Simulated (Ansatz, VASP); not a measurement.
**One calculation of Al, two programs**

INCAR

```
SYSTEM = Al
ALGO     = Normal         ! electronic algorithm
EDIFF    = 1E-6           ! SCF threshold, eV
ENCUT    = 500            ! plane-wave cutoff, eV
GGA      = PE             ! functional
GGA_COMPAT= .FALSE.      
ISIF     = 2              ! what is computed and relaxed
ISMEAR   = 0              ! smearing method
LASPH    = .TRUE.         ! aspherical terms in the spheres
LCHARG   = .FALSE.        ! write CHGCAR
LREAL    = .FALSE.        ! projectors in reciprocal space
LWAVE    = .FALSE.        ! write WAVECAR
NBANDS   = 8              ! bands
NELM     = 120            ! most SCF steps
PREC     = Accurate       ! precision mode
SIGMA    = 0.1            ! smearing width, eV
```

The input KPOINTS:

```
k-points
0
G
  18 18 18
  0 0 0
```

File POSCAR:

```
Al
1.0
    0.0000000000      2.0794971228      2.0794971228
    2.0794971228      0.0000000000      2.0794971228
    2.0794971228      2.0794971228      0.0000000000
Al
1
Direct
    0.0000000000      0.0000000000      0.0000000000
```

Input for Ansatz:

```yaml
crystal:
  lattice:
    - [0.0, 2.0794971228, 2.0794971228]
    - [2.0794971228, 0.0, 2.0794971228]
    - [2.0794971228, 2.0794971228, 0.0]
  atoms:
    - { symbol: Al, position: [0.0, 0.0, 0.0] }
basis: {}
kpoints:
  mp_grid: { grid: [18, 18, 18] }
hamiltonian:
  xc: pbe
  pseudopotentials: { kind: all_electron, lapw: {} }
scf:
  occupations: { method: gaussian, width: 0.1 }
output:
  forces: true
  stress: true
  eigenvalues: true
```

Alike in both runs: task single point; functional PBE; k mesh 18 × 18 × 18; occupations gaussian, width 0.1 eV; no spin polarisation.

|  | VASP | Ansatz |
| --- | --- | --- |
| version | VASP 6.6.1 | Ansatz 0.2.0 |
| potentials or method | VASP PAW PBE potentials, release 64 (Al), cutoff 500 eV | scalar-relativistic, all-electron LAPW |

```tsv
	VASP	Ansatz	Ansatz less VASP
gap on the k mesh at the Fermi level (eV)	none	none	-
pressure (GPa)	-5.5	-5.5	+0.04
```

A gap of «none» marks a metal or a gap that the smearing closes. Ansatz ran all-electron here, and VASP with PAW potentials.
